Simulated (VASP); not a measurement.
Set up this calculation in VASP 6.6.1, as the native input.

```
Task                   : single point
Functional             : PBE
Potentials or basis    : VASP PAW PBE potentials, release 64 (Te, Mo_sv)
Cutoff                 : 520 eV
k mesh                 : 6 × 6 × 2
Occupations            : gaussian, width 0.1 eV
Spin                   : no spin polarisation
Dipole correction      : no
Further INCAR settings : ALGO = Normal; EDIFF = 1e-06; NBANDS = 20
```

The structure of Te2Mo lies in POSCAR:

```
Te2Mo
1.0
    3.0955883300      0.0000000000      0.0000000000
    0.0000000000      3.0955883300      0.0000000000
    0.0000000000      0.0000000000      8.7634354900
Te Mo
2 1
Direct
    0.0000000000      0.0000000000      0.8292406200
    0.0000000000      0.0000000000      0.1707593800
    0.5000000000      0.5000000000      0.5000000000
```

The cell was built from a structure type or drawn by symmetry, and may not be a known phase.

One way to write it, as run:

INCAR

```
SYSTEM = Te2Mo
PREC = Accurate ; ENCUT = 520
EDIFF = 1E-6 ; ISMEAR = 0
SIGMA = 0.1 ; LREAL = .FALSE.
LASPH = .TRUE. ; NELM = 60
ALGO = Normal ; ISIF = 2
LWAVE = .FALSE. ; LCHARG = .FALSE.
GGA = PE ; NBANDS = 20
```

KPOINTS

```
Automatic mesh
0
G
  6 6 2
  0 0 0
```

Potentials or basis: VASP PAW PBE potentials, release 64 (Te, Mo_sv).

Launch:

```console
$ cat potpaw_PBE.64/Te/POTCAR potpaw_PBE.64/Mo_sv/POTCAR > POTCAR
$ mpirun -np 1 vasp_std > vasp.out
```

It gave:

```
Pressure               : -6.9 GPa
Largest force          : 1.296 eV/Å
Band gap on the k mesh : zero (bands 13 and 14 overlap by 2.62 eV)
```

Caveat: the cell stands under tension; spin-orbit coupling is left out, which moves the levels of the heavy elements; forces of over 1 eV/Å act on the atoms, so gaps and moduli don't describe the material at rest.

Run time: 58 s on 1 thread of Intel Xeon 8259CL, with other jobs on the host, peak memory 0.2 GiB.
